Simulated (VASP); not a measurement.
Set up this calculation in VASP 6.6.1, as the native input.

```
Task                   : single point
Functional             : PBE
Potentials or basis    : VASP PAW PBE potentials, release 64 (Zr_sv, Ta_pv, O)
Cutoff                 : 600 eV
k mesh                 : 6 × 6 × 2
Occupations            : gaussian, width 0.2 eV
Spin                   : no spin polarisation
Dipole correction      : no
Further INCAR settings : ALGO = Normal; EDIFF = 1e-06; NBANDS = 44
```

The structure of Zr2Ta3O2 lies in POSCAR:

```
Zr2Ta3O2
1.0
    3.0789728314      0.0000000000      0.0000000000
   -1.5394864157      2.6664686895      0.0000000000
    0.0000000000      0.0000000000     13.2063497390
Zr Ta O
2 3 2
Direct
    0.6666666667      0.3333333333      0.4030806264
    0.3333333333      0.6666666667      0.5969193736
    0.3333333333      0.6666666667      0.1828209122
    0.6666666667      0.3333333333      0.8171790878
    0.0000000000      0.0000000000      0.0000000000
    0.0000000000      0.0000000000      0.2887335321
    0.0000000000      0.0000000000      0.7112664679
```

One way to write it, as run:

INCAR

```
SYSTEM = Zr2Ta3O2
PREC     = Accurate       ! precision mode
ENCUT    = 600            ! plane-wave cutoff, eV
EDIFF    = 1E-6           ! SCF threshold, eV
ISMEAR   = 0              ! smearing method
SIGMA    = 0.2            ! smearing width, eV
LREAL    = .FALSE.        ! projectors in reciprocal space
LASPH    = .TRUE.         ! aspherical terms in the spheres
NELM     = 120            ! most SCF steps
ALGO     = Normal         ! electronic algorithm
ISIF     = 2              ! what is computed and relaxed
LWAVE    = .FALSE.        ! write WAVECAR
LCHARG   = .FALSE.        ! write CHGCAR
GGA      = PE             ! functional
NBANDS   = 44             ! bands
GGA_COMPAT= .FALSE.
```

KPOINTS

```
regular mesh
0
G
  6 6 2
  0 0 0
```

Potentials or basis: VASP PAW PBE potentials, release 64 (Zr_sv, Ta_pv, O).

Launch:

```bash
$ cat potpaw_PBE.64/Zr_sv/POTCAR potpaw_PBE.64/Ta_pv/POTCAR potpaw_PBE.64/O/POTCAR > POTCAR
$ mpirun -np 1 vasp_std > vasp.out
```

It gave:

```
Pressure               : -0.1 GPa
Largest force          : 0.033 eV/Å
Band gap on the k mesh : zero (an odd number of electrons rules out a gap without spin polarisation)
```

Caveat: the k points lie up to 0.39 Å⁻¹ apart, too coarse for converged energies and pressures of a metal; spin-orbit coupling is left out, which moves the levels of the heavy elements; an odd number of electrons without spin polarisation forces a metal; a magnetic or distorted state may lie lower.

Run time: 4.3 min on 1 thread of Intel Xeon 8259CL (shared host), peak memory 0.31 GiB.
